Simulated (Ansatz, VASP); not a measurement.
## One calculation of Sr, two programs

```xyz
3
Lattice="7.0660 0.0000 0.0000 -3.5330 6.1193 0.0000 0.0000 0.0000 3.8166" Properties=species:S:1:pos:R:3 pbc="T T T"
Sr   -2.3522    4.0741    0.0000
Sr    1.1808    2.0452    0.0000
Sr    4.7044    0.0000    0.0000
```

Alike in both runs: task single point; functional PBE; k mesh 3 × 3 × 4; occupations gaussian, width 0.1 eV; no spin polarisation.

```csv
,VASP,Ansatz
version,VASP 6.6.1,Ansatz 0.2.0
potentials or method,"VASP PAW PBE potentials, release 64 (Sr_sv), cutoff 520 eV","scalar-relativistic, plane waves, PAW"
valence electrons in the cell,30,30
```

|  | VASP | Ansatz | Ansatz less VASP |
| --- | --- | --- | --- |
| gap on the k mesh at the Fermi level (eV) | none | none | - |
| pressure (GPa) | -0.1 | -0.1 | -0.01 |
| traceless stress, the component that is largest in VASP (GPa) | 1.18 | 1.18 | -0.005 |
| rms of the force components (eV/Å) | 0.009 | 0.009 | 0.0000 |

Atom by atom the forces differ by 0.000 eV/Å (rms over components). A gap of «none» marks a metal or a gap that the smearing closes.

The k mesh is coarse, so the values compare programs but aren't converged.
